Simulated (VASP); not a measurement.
A run of VASP 6.6.1:

INCAR

```
PREC = Accurate ; ENCUT = 500
EDIFF = 1E-6 ; ISMEAR = -1
SIGMA = 0.01 ; LREAL = F
LASPH = T ; NELM = 120
ALGO = Normal ; ISIF = 2
LWAVE = F ; LCHARG = F
GGA = LIBXC ; LIBXC1 = GGA_X_RPBE
LIBXC2 = GGA_C_LYP ; NBANDS = 10
GGA_COMPAT = F
```

KPOINTS

```
regular mesh
0
Gamma
  7 7 7
```

The input POSCAR:

```
Rb
1.0
   -2.8025000000      2.8025000000      2.8025000000
    2.8025000000     -2.8025000000      2.8025000000
    2.8025000000      2.8025000000     -2.8025000000
Rb
1
Direct
    0.0000000000      0.0000000000      0.0000000000
```

Potentials or basis: VASP PAW PBE potentials, release 64 (Rb_sv).

Run with:

```bash
$ cat potpaw_PBE.64/Rb_sv/POTCAR > POTCAR
$ mpirun -np 1 vasp_std > vasp.out
```

Hardware: 1 thread of AMD EPYC 9R45 96-Core Processor (Zen 5), on a shared host.

Task: How long does it take, and how much memory?

Result: Wall time 8.2 s on 1 thread of AMD EPYC 9R45 96-Core Processor (Zen 5), on a shared host, peak memory 0.16 GiB. Counts: scf iterations 11, k points 20.
